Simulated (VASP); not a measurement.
## Ti3Si2: single point with PBE

Crystal: Ti3Si2.

```
Ti Si
1.0
     4.54981    0.00000    0.00000
     0.00000    4.54981    0.00000
     0.00000    0.00000    4.54981
Ti Si
3 2
Direct
  0.00000 0.50000 0.50000
  0.50000 0.00000 0.50000
  0.50000 0.50000 0.00000
  0.50000 0.50000 0.50000
  0.00000 0.00000 0.00000
```

```yaml
Program: VASP 6.6.1
Task: single point
Functional: PBE
Potentials_or_basis: VASP PAW PBE potentials, release 64 (Ti_sv, Si)
Cutoff: 520 eV
k_mesh: 4 × 4 × 4
Occupations: gaussian, width 0.1 eV
Spin: collinear spin, ferromagnetic start
Starting_moments: "[1.0, 1.0, 1.0, 0.0, 0.0] μB"
Dipole_correction: no
Further_INCAR_settings: ALGO = Normal; EDIFF = 1e-07; NBANDS = 34
```

```json
{"Pressure": "0.1 GPa", "Net moment": "0.23 μB per cell", "Site moments": "Ti +0.06; Si -0.00 μB", "Valence electrons inside the program's atomic spheres": "Ti 10.27; Si 2.00, 1.47"}
```

Levels at points of the mesh, in eV from the Fermi level:
Spin up:
```tsv
k point	band 20	band 21	band 22	band 23	band 24	band 25
(0.00, 0.00, 0.00)	-1.65	-1.31	-1.31	0.72	0.72	1.04
(0.50, 0.00, 0.00)	-1.93	-1.38	-0.35	0.37	0.62	0.72
(0.50, 0.50, 0.00)	-1.76	-0.47	-0.47	0.33	0.33	0.53
(0.50, 0.50, 0.50)	-2.32	0.16	0.16	0.16	0.25	0.25
```
Spin down:
```tsv
k point	band 20	band 21	band 22	band 23	band 24	band 25
(0.00, 0.00, 0.00)	-1.60	-1.23	-1.23	0.76	0.76	1.07
(0.50, 0.00, 0.00)	-1.92	-1.33	-0.27	0.46	0.64	0.77
(0.50, 0.50, 0.00)	-1.75	-0.42	-0.42	0.41	0.41	0.57
(0.50, 0.50, 0.50)	-2.30	0.20	0.20	0.20	0.33	0.33
```

Run time: 59 s on 1 thread of Intel Xeon 6975P-C, on a shared host, peak memory 0.25 GiB.
